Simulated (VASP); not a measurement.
# Au (I4/mmm) in VASP: a series of runs

Runs on Au. Level: PBE. Tasks: single point.

Everything below comes from runs of VASP 6.6.1. Logs are shortened: lines on timing, memory, paths and dates and some standing lists are left out, and cuts for length are marked.

## (1) The cell of the first run

It takes space group I4/mmm (No. 139, tetragonal). The conventional cell has a = 2.842 Å, b = 2.842 Å, c = 3.914 Å, α = 90.00°, β = 90.00°, γ = 90.00°. Au (site symmetry 4/mmm) has 12 Au at 2.81 to 2.84 Å within 3.7 Å.

## (2) Single point, PBE (volume scaled by 0.88, then relaxed in part)

File INCAR:

```
PREC = Accurate ; ENCUT = 520
EDIFF = 1E-7 ; ISMEAR = 0
SIGMA = 0.1 ; LREAL = False
LASPH = True ; NELM = 80
ALGO = Fast ; ISIF = 2
LWAVE = False ; LCHARG = False
GGA = PE ; NBANDS = 18
```

File KPOINTS:

```
regular mesh
0
Gamma
  14 14 10
```

File POSCAR:

```
Au
1.0
    2.8190878482     -0.0175773963      0.3620807400
   -0.0305781867      2.8172664790      0.3751563461
   -0.4974251226     -0.5177733820      3.8477164248
Au
2
Direct
    0.2500000000      0.2500000000      0.7500000000
    0.7500000000      0.7500000000      0.2500000000
```

Potentials or basis: VASP PAW PBE potentials, release 64 (Au).

The run is started by

```
$ cat potpaw_PBE.64/Au/POTCAR > POTCAR
$ mpirun -np 1 vasp_std > vasp.out
```

OUTCAR:

```text
PREC = Accurate
   ENCUT = 520
   EDIFF = 1E-7
   ISMEAR = 0
   LREAL = False
   LASPH = True
   NELM = 80
   ISIF = 2
   GGA = PE

 ion  position               nearest neighbor table
   1  0.250  0.250  0.750-   2 2.81   2 2.81   2 2.81   2 2.81   2 2.81   2 2.81   2 2.81   2 2.81

   2  0.750  0.750  0.250-   1 2.81   1 2.81   1 2.81   1 2.81   1 2.81   1 2.81   1 2.81   1 2.81

  LATTYP: Found a base centered orthorhombic cell.
 ALAT       =     4.0195904368
 B/A-ratio  =     1.0000141217
 C/A-ratio  =     0.9737643109

  Lattice vectors:

 A1 = (   0.0305781867,  -2.8172664790,  -0.3751563461)
 A2 = (   2.8190878482,  -0.0175773963,   0.3620807400)
 A3 = (  -0.4974251226,  -0.5177733820,   3.8477164248)

Analysis of symmetry for initial positions (statically):
=====================================================================
 Subroutine PRICEL returns following result:

  LATTYP: Found a face centered orthorhombic cell.
 ALAT       =     3.9141337117
 B/A-ratio  =     1.0269425453
 C/A-ratio  =     1.0269570475

  Lattice vectors:

 A1 = (   2.8190878482,  -0.0175773963,   0.3620807400)
 A2 = (   1.1455422695,   1.1409578503,   2.2924767555)
 A3 = (   1.1761204562,  -1.6763086287,   1.9173204094)

   2 primitive cells build up your supercell.

 Routine SETGRP: Setting up the symmetry group for a
 base centered orthorhombic supercell.

 Subroutine GETGRP returns: Found  8 space group operations
 (whereof  4 operations were pure point group operations)
 out of a pool of  8 trial point group operations.

The static configuration has the point symmetry C_2h.
 The point group associated with its full space group is D_2h.

Analysis of symmetry for dynamics (positions and initial velocities):
=====================================================================
 Subroutine PRICEL returns following result:

  LATTYP: Found a face centered orthorhombic cell.
 ALAT       =     3.9141337117
 B/A-ratio  =     1.0269425453
 C/A-ratio  =     1.0269570475

  Lattice vectors:

 A1 = (   2.8190878482,  -0.0175773963,   0.3620807400)
 A2 = (   1.1455422695,   1.1409578503,   2.2924767555)
 A3 = (   1.1761204562,  -1.6763086287,   1.9173204094)

   2 primitive cells build up your supercell.

 Routine SETGRP: Setting up the symmetry group for a
 base centered orthorhombic supercell.

[... 92 lines left out ...]
   NGXF,Y,Z  is equivalent  to a cutoff of  28.08, 28.08, 25.48 a.u.
 SYSTEM =  unknown system
   PREC   = accura    normal or accurate (medium, high low for compatibility)
   ISTART =      0    job   : 0-new  1-cont  2-samecut
   ICHARG =      2    charge: 1-file 2-atom 10-const
   ISPIN  =      1    spin polarized calculation?
   LNONCOLLINEAR =      F non collinear calculations
   LSORBIT =      F    spin-orbit coupling
   LASPH  =      T    aspherical Exc in radial PAW
   ENCUT  =  520.0 eV  38.22 Ry    6.18 a.u.   5.28  5.28  7.28*2*pi/ulx,y,z
   NELM   =     80;   NELMIN=  2; NELMDL= -5     # of ELM steps
   EDIFF  = 0.1E-06   stopping-criterion for ELM
   LREAL  =      F    real-space projection
   EDIFFG = 0.1E-05   stopping-criterion for IOM
   NSW    =      0    number of steps for IOM
   IBRION =     -1    ionic relax: 0-MD 1-quasi-New 2-CG
   NFREE  =      0    steps in history (QN), initial steepest desc. (CG)
   ISIF   =      2    stress and relaxation
   ISYM   =      2    0-nonsym 1-usesym 2-fastsym
   POTIM  = 0.5000    time-step for ionic-motion
   TEBEG  =    0.0;   TEEND  =   0.0 temperature during run
   PSTRESS=    0.0 pullay stress
   NELECT =      22.0000    total number of electrons
   NUPDOWN=      -1.0000    fix difference up-down
   EMIN   =  10.00;   EMAX   =-10.00  energy-range for DOS
   EFERMI =   0.00;   METHOD = LEGACY
   ISMEAR =     0;   SIGMA  =   0.10  broadening in eV -4-tet -1-fermi 0-gaus
   EFERMI_NEDOS =   21; number of points for ismear=-14 and -15
   IALGO  =     68    algorithm
   IMIX   =      4    mixing-type and parameters
     AMIX     =   0.40;   BMIX     =  1.00
     AMIX_MAG =   1.60;   BMIX_MAG =  1.00
  volume/ion in A,a.u.               =      15.81       106.69
  Fermi-wavevector in a.u.,A,eV,Ry     =   1.450632  2.741297 28.631192  2.104333
  Thomas-Fermi vector in A             =   2.568222
   LORBIT       =      0    0 simple, 1 ext, 2 COOP (PROOUT), +10 PAW based schemes
   GGA     = PE    functional components
   LHFCALC =     F    Hartree Fock is set to
   AEXX    =    0.0000 exact exchange contribution
   IVDW    =     0    specifies the selected vdW correction
   LEPSILON=     F    determine dielectric tensor
   LRPA    =     F    only Hartree local field effects (RPA)
 non-spin polarized calculation
 RMM-DIIS sequential band-by-band and
 Gauss-broadening in eV      SIGMA  =   0.10
  energy-cutoff  :      520.00
  volume of cell :       31.62
 maximum number of plane-waves:       872
 NGX is ok and might be reduce to    24
   NGX = 11   NGY = 11   NGZ = 15

 number of electron      22.0000000 magnetization

 Free energy of the ion-electron system (eV)
  ---------------------------------------------------
  ext. energy  EPLUGINS =         0.00000000
  ---------------------------------------------------
  free energy    TOTEN  =        -6.14473011 eV

  energy without entropy =       -6.14285501  energy(sigma->0) =       -6.14379256

 E-fermi :  10.8376     XC(G=0): -13.1710

 val. band max:       10.8170182554   @ k =  -0.1429   0.1429   0.3000
 cond. band min:      10.8470147307   @ k =   0.5000   0.2143   0.1000
 fundamental gap:      0.0299964754
 Fermi energy:        10.8375982262

 k-point     1 :       0.0000    0.0000    0.0000
  band No.  band energies     occupation
      1       0.1013      2.00000
      2       2.9980      2.00000
      3       3.3352      2.00000
      4       5.5766      2.00000
      5       5.5767      2.00000
      6       5.8378      2.00000
[... 481 lines left out ...]
      5       5.6876      2.00000
      6       6.1029      2.00000
[... 10 lines left out ...]
     17      26.4526      0.00000
     18      28.4226      0.00000

 [... further k-points ...]
[... 5 lines left out ...]
  --------------------------------------------------------------------------------------
  -------------------------------------------------------------------------------------
  Total        5.0633014      5.0633390      5.0904233      0.0003759     -0.0037258     -0.0035803
  in kB      256.5481946    256.5500963    257.9224115      0.0190439     -0.1887799     -0.1814093
  external PRESSURE =     257.0069008 kB  Pullay stress =       0.0000000 kB

 VOLUME and BASIS-vectors are now :
 -----------------------------------------------------------------------------
  energy-cutoff  :      520.00
  volume of cell :       31.62
      direct lattice vectors                 reciprocal lattice vectors
     2.819087848 -0.017577396  0.362080740     0.348954602 -0.002180704  0.044818707
    -0.030578187  2.817266479  0.375156346    -0.003789981  0.348729125  0.046437265
    -0.497425123 -0.517773382  3.847716425    -0.032468065 -0.033796242  0.251149167

 POSITION                                       TOTAL-FORCE (eV/Angst)
 -----------------------------------------------------------------------------------
      0.32406      0.31159      3.07010         0.000000     -0.000000      0.000000
      1.96703      1.97032      1.51486        -0.000000      0.000000     -0.000000
 -----------------------------------------------------------------------------------
    total drift:                               -0.000000     -0.000000      0.000000

  FREE ENERGIE OF THE ION-ELECTRON SYSTEM (eV)
  ---------------------------------------------------
  free  energy   TOTEN  =        -6.1447301085 eV

  energy  without entropy=       -6.1428550118  energy(sigma->0) =       -6.14379256
```

OSZICAR:

```text
N       E                     dE             d eps       ncg     rms          rms(c)
DAV:   1     0.123936216020E+03    0.12394E+03   -0.11857E+04 12352   0.120E+03
DAV:   2    -0.459296095340E+01   -0.12853E+03   -0.12334E+03 13122   0.267E+02
DAV:   3    -0.666741966831E+01   -0.20745E+01   -0.20632E+01 14426   0.342E+01
DAV:   4    -0.667582159674E+01   -0.84019E-02   -0.84010E-02 13410   0.227E+00
DAV:   5    -0.667589342312E+01   -0.71826E-04   -0.71826E-04 13702   0.223E-01    0.169E+01
RMM:   6    -0.619963557656E+01    0.47626E+00   -0.72076E-01 12322   0.652E+00    0.103E+01
RMM:   7    -0.615143582233E+01    0.48200E-01   -0.17411E-01 12650   0.340E+00    0.326E+00
RMM:   8    -0.614475808233E+01    0.66777E-02   -0.23685E-02 12736   0.117E+00    0.488E-01
RMM:   9    -0.614472107547E+01    0.37007E-04   -0.84602E-04 13498   0.223E-01    0.178E-01
RMM:  10    -0.614472515408E+01   -0.40786E-05   -0.13311E-04 13403   0.767E-02    0.143E-01
RMM:  11    -0.614473028005E+01   -0.51260E-05   -0.32443E-05 13448   0.338E-02    0.169E-02
RMM:  12    -0.614473048421E+01   -0.20416E-06   -0.29044E-06 13166   0.103E-02    0.164E-02
RMM:  13    -0.614473018797E+01    0.29625E-06   -0.75251E-07 11326   0.527E-03    0.745E-03
RMM:  14    -0.614473006223E+01    0.12574E-06   -0.14930E-07  8550   0.293E-03    0.141E-03
RMM:  15    -0.614473010848E+01   -0.46254E-07   -0.21257E-08  7521   0.918E-04
   1 F= -.61447301E+01 E0= -.61437926E+01  d E =-.187510E-02
```

stdout:

```text
POSCAR found type information on POSCAR Au
 POSCAR found :  1 types and       2 ions
 scaLAPACK will be used
 LDA part: xc-table for (Slater+PW92), standard interpolation
 POSCAR, INCAR and KPOINTS ok, starting setup
 FFT: planning ... GRIDC
 FFT: planning ... GRID_SOFT
 FFT: planning ... GRID
 WAVECAR not read
 entering main loop
WARNING in EDDRMM: call to ZHEGV failed, returncode =   8  4     18
```

Run time: 3.2 min. Hardware: 1 thread of Intel Xeon Platinum 8259CL at 2.50GHz (Skylake/Cascade Lake), shared host; peak memory 0.27 GiB.

Results:

| Item | Value |
| --- | --- |
| Free energy | -6.1447 eV |
| Pressure | 25.7 GPa |
| Band gap on the k mesh | zero (band 11 reaches 15.78 eV, above the bottom of band 12 at 7.93 eV) |

Stress tensor (GPa, compression positive):
```
25.65  0.00 -0.02
 0.00 25.66 -0.02
-0.02 -0.02 25.79
```

Caveat: spin-orbit coupling is left out, which moves the levels of the heavy elements.

## (3) Single point, PBE (volume scaled by 0.91, then relaxed in part)

File INCAR:

```
SYSTEM = Au
ALGO = Fast ; EDIFF = 1E-7
ENCUT = 520 ; GGA = PE
ISIF = 2 ; ISMEAR = 0
LASPH = .TRUE. ; LCHARG = .FALSE.
LREAL = .FALSE. ; LWAVE = .FALSE.
NBANDS = 18 ; NELM = 100
PREC = Accurate ; SIGMA = 0.1
```

File KPOINTS:

```
k-points
0
G
  14 14 10
  0 0 0
```

File POSCAR:

```
Au
1.0
    2.8527162786     -0.0177479772      0.3664052021
   -0.0309038285      2.8508733627      0.3796366054
   -0.5023268184     -0.5228755924      3.8856323534
Au
2
Direct
    0.2500000000      0.2500000000      0.7500000000
    0.7500000000      0.7500000000      0.2500000000
```

Potentials or basis: VASP PAW PBE potentials, release 64 (Au).

The run is started by

```
$ cat potpaw_PBE.64/Au/POTCAR > POTCAR
$ mpirun -np 1 vasp_std > vasp.out
```

Wall time 2.8 min (1 thread of Intel Xeon Platinum 8259CL at 2.50GHz (Skylake/Cascade Lake), shared host); peak memory 0.27 GiB.

It converged, with:

| Property | Result |
| --- | --- |
| Free energy | -6.2887 eV |
| Pressure | 17.1 GPa |
| Band gap on the k mesh | zero (band 11 reaches 14.97 eV, above the bottom of band 12 at 7.40 eV) |

Stress tensor (GPa, compression positive):
```
17.06  0.00 -0.02
 0.00 17.06 -0.02
-0.02 -0.02 17.19
```

Levels at points of the mesh, in eV from the Fermi level:
```
           k point  band 8  band 9  band 10  band 11  band 12  band 13  band 14  band 15
(0.00, 0.00, 0.00)   -3.20   -2.10    -1.69    -1.69     1.21     6.54     9.75     9.75
(0.50, 0.00, 0.00)   -4.03   -3.42    -3.42    -0.44    -0.44     9.12     9.12    10.77
(0.50, 0.50, 0.00)   -1.81   -1.60    -1.60     0.70     0.70     5.86     5.86    10.22
(0.00, 0.00, 0.50)   -3.72   -3.72    -3.72    -2.83    -2.83    14.98    14.98    14.98
(0.50, 0.00, 0.50)   -2.11   -1.98    -1.98    -1.19    -1.19     3.27     3.27    13.84
(0.50, 0.50, 0.50)   -3.48   -1.81    -1.81     4.65     4.65     6.46     6.46     6.47
```

Caveat: spin-orbit coupling is left out, which moves the levels of the heavy elements.
